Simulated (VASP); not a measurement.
# Al in VASP: notebook, part 2 of 2

VASP 6.6.1. Earlier steps stand in the parts before.

## (3) Single point, PBE+D3(BJ)

INCAR

```
SYSTEM = Al
  PREC = Accurate
  ENCUT = 520
  EDIFF = 1E-6
  ISMEAR = 0
  SIGMA = 0.1
  LREAL = Auto
  LASPH = .TRUE.
  NELM = 80
  ALGO = Normal
  ISIF = 2
  LWAVE = .FALSE.
  LCHARG = .FALSE.
  LDIPOL = .TRUE.
  IDIPOL = 3
  DIPOL = 0.5 0.5 0.472
  GGA = PE
  IVDW = 12
  NBANDS = 40
```

KPOINTS

```
Automatic mesh
0
G
  6 6 1
  0 0 0
```

POSCAR

```
Al
1.0
    5.6324246408      0.0000000000      0.0000000000
   -2.8162123204      4.8778228238      0.0000000000
    0.0000000000      0.0000000000     25.8982831923
Al
17
Direct
    0.3333333333      0.1666666667      0.3282070837
    0.3333333333      0.6666666666      0.3282070837
    0.8333333333      0.1666666667      0.3282070837
    0.8333333333      0.6666666667      0.3282070837
    0.6666666667      0.3333333334      0.4169939626
    0.6666666667      0.8333333333      0.4169939626
    0.1666666667      0.3333333334      0.4169939626
    0.1666666667      0.8333333334      0.4169939626
   -0.0012168740      0.5012685389      0.5035769386
   -0.0012168740     -0.0024854129      0.5035769386
    0.5025263829      0.5012631914      0.5035788266
    0.5000248893      0.0000124446      0.5029577677
    0.3281172027      0.6561811674      0.5902372225
    0.3281172027      0.1719360353      0.5902372225
    0.8333570042      0.6666785021      0.5946503839
    0.8439259133      0.1719629567      0.5902274958
    0.5001646198      0.0000823099      0.6700075437
```

Potentials or basis: VASP PAW PBE potentials, release 64 (Al).

Launch:

```sh
> cat potpaw_PBE.64/Al/POTCAR > POTCAR
> mpirun -np 1 vasp_std > vasp.out
```

Run time: 7.7 min. Hardware: 1 thread of Intel Xeon 6975P-C (Granite Rapids), shared host; peak memory 0.75 GiB.

Results (log left out):

- Free energy: -64.3334 eV
- Largest force: 0.131 eV/Å
- Band gap on the k mesh: zero (an odd number of electrons rules out a gap without spin polarisation)
- Dispersion energy per atom: -0.268 eV

Forces on the atoms (eV/Å):
```
Al   0.078 -0.045  0.020
Al   0.000  0.090  0.020
Al  -0.078 -0.045  0.020
Al   0.000  0.000  0.017
Al   0.000 -0.077 -0.071
Al  -0.066  0.038 -0.071
Al   0.000  0.000  0.131
Al   0.067  0.038 -0.071
Al  -0.002  0.001 -0.007
Al   0.000 -0.002 -0.007
Al   0.002  0.001 -0.007
Al   0.000  0.000  0.012
Al   0.000 -0.012  0.008
Al  -0.010  0.006  0.008
Al   0.000  0.000 -0.021
Al   0.010  0.005  0.008
Al  -0.001  0.000  0.013
```

Levels at points of the mesh, in eV from the Fermi level:
```
           k point  band 22  band 23  band 24  band 25  band 26  band 27  band 28  band 29
(0.00, 0.00, 0.00)    -2.22    -2.22    -1.97    -0.54    -0.54    -0.36    -0.03     0.01
(0.50, 0.00, 0.00)    -0.75    -0.60    -0.12     0.08     0.29     0.43     0.52     0.68
(0.00, 0.50, 0.00)    -0.75    -0.60    -0.12     0.08     0.29     0.43     0.52     0.68
```

## (4) Single point, PBE+D3(BJ)

Edit INCAR of step 3 so:

```diff
@@ -8,3 +8,3 @@
   LASPH = .TRUE.
-  NELM = 80
+  NELM = 100
   ALGO = Normal
```

KPOINTS

```
regular mesh
0
G
  6 6 1
  0 0 0
```

POSCAR

```
Al
1.0
    5.6324246408      0.0000000000      0.0000000000
   -2.8162123204      4.8778228238      0.0000000000
    0.0000000000      0.0000000000     25.8982831923
Al
17
Direct
    0.3333333333      0.1666666667      0.3282070837
    0.3333333333      0.6666666667      0.3282070837
    0.8333333333      0.1666666667      0.3282070837
    0.8333333333      0.6666666667      0.3282070837
    0.6666666667      0.3333333333      0.4169939626
    0.6666666667      0.8333333333      0.4169939626
    0.1666666667      0.3333333333      0.4169939626
    0.1666666667      0.8333333333      0.4169939626
    0.0024055447      0.5012036280      0.5035449206
    0.0001378935      0.0000695929      0.5031621250
    0.4990382640      0.5012376900      0.5035376985
    0.4990380466     -0.0021981367      0.5035376269
    0.3334165493      0.6667086000      0.5942368420
    0.3445411939      0.1722712592      0.5904001283
    0.8280958635      0.6559679972      0.5904416044
    0.8280948159      0.1721301961      0.5904413152
    0.0007817839      0.0003946327      0.6702763997
```

Potentials or basis: VASP PAW PBE potentials, release 64 (Al).

Launch:

```sh
> cat potpaw_PBE.64/Al/POTCAR > POTCAR
> mpirun -np 1 vasp_std > vasp.out
```

OUTCAR:

```text
SYSTEM = Al
   PREC = Accurate
   ENCUT = 520
   EDIFF = 1E-6
   ISMEAR = 0
   LREAL = Auto
   LASPH = .TRUE.
   NELM = 100
   ISIF = 2
   GGA = PE
   IVDW = 12
 IVDW          = 12

 ion  position               nearest neighbor table
   1  0.333  0.167  0.328-   2 2.82   4 2.82   2 2.82   4 2.82   3 2.82   3 2.82   7 2.82   8 2.82
                             5 2.82
   2  0.333  0.667  0.328-   1 2.82   3 2.82   1 2.82   3 2.82   4 2.82   4 2.82   8 2.82   7 2.82
                             6 2.82
   3  0.833  0.167  0.328-   2 2.82   4 2.82   4 2.82   2 2.82   1 2.82   1 2.82   5 2.82   6 2.82
                             7 2.82
   4  0.833  0.667  0.328-   1 2.82   3 2.82   3 2.82   1 2.82   2 2.82   2 2.82   6 2.82   5 2.82
                             8 2.82
[... 775 lines left out ...]
  external pressure =        1.39 kB  Pullay stress =        0.00 kB

 VOLUME and BASIS-vectors are now :
 -----------------------------------------------------------------------------
  energy-cutoff  :      520.00
  volume of cell :      711.53
      direct lattice vectors                 reciprocal lattice vectors
     5.632424641  0.000000000  0.000000000     0.177543432  0.102504748  0.000000000
    -2.816212320  4.877822824  0.000000000     0.000000000  0.205009496  0.000000000
     0.000000000  0.000000000 25.898283192     0.000000000  0.000000000  0.038612598

 POSITION                                       TOTAL-FORCE (eV/Angst)
 -----------------------------------------------------------------------------------
      1.40811      0.81297      8.50000        -0.078334     -0.045226      0.018485
     -0.00000      3.25188      8.50000        -0.000222     -0.000128      0.014897
      4.22432      0.81297      8.50000         0.078006     -0.045104      0.018820
      2.81621      3.25188      8.50000        -0.000058      0.090108      0.018820
      2.81621      1.62594     10.79943         0.000175      0.000101      0.124681
      1.40811      4.06485     10.79943         0.070623      0.040774     -0.067089
[... 9 lines left out ...]
      4.17943      0.83962     15.29142         0.005246     -0.003149      0.002608
      0.00329      0.00192     17.35901         0.000313      0.000181     -0.004275
 -----------------------------------------------------------------------------------
    total drift:                                0.002179      0.002210     -0.007583

  FREE ENERGIE OF THE ION-ELECTRON SYSTEM (eV)
  ---------------------------------------------------
  free  energy   TOTEN  =       -64.3336371218 eV

  energy  without entropy=      -64.2837586065  energy(sigma->0) =      -64.30869786

 vacuum level on the upper side and lower side of the slab         4.737         4.612
```

Wall time 7.8 min (1 thread of Intel Xeon 6975P-C (Granite Rapids), shared host); peak memory 0.75 GiB.

What came out:

* Free energy: -64.3336 eV
* Largest force: 0.125 eV/Å
* Band gap on the k mesh: zero (an odd number of electrons rules out a gap without spin polarisation)
* Dispersion energy per atom: -0.268 eV

Forces on the atoms (eV/Å):
```
Al  -0.078 -0.045  0.018
Al   0.000  0.000  0.015
Al   0.078 -0.045  0.019
Al   0.000  0.090  0.019
Al   0.000  0.000  0.125
Al   0.071  0.041 -0.067
Al   0.000 -0.081 -0.067
Al  -0.070  0.041 -0.067
Al   0.002  0.001  0.002
Al   0.000  0.000  0.000
Al  -0.002  0.001  0.001
Al  -0.001 -0.002  0.001
Al   0.001  0.001 -0.002
Al  -0.006 -0.003  0.003
Al   0.000  0.006  0.003
Al   0.005 -0.003  0.003
Al   0.000  0.000 -0.004
```
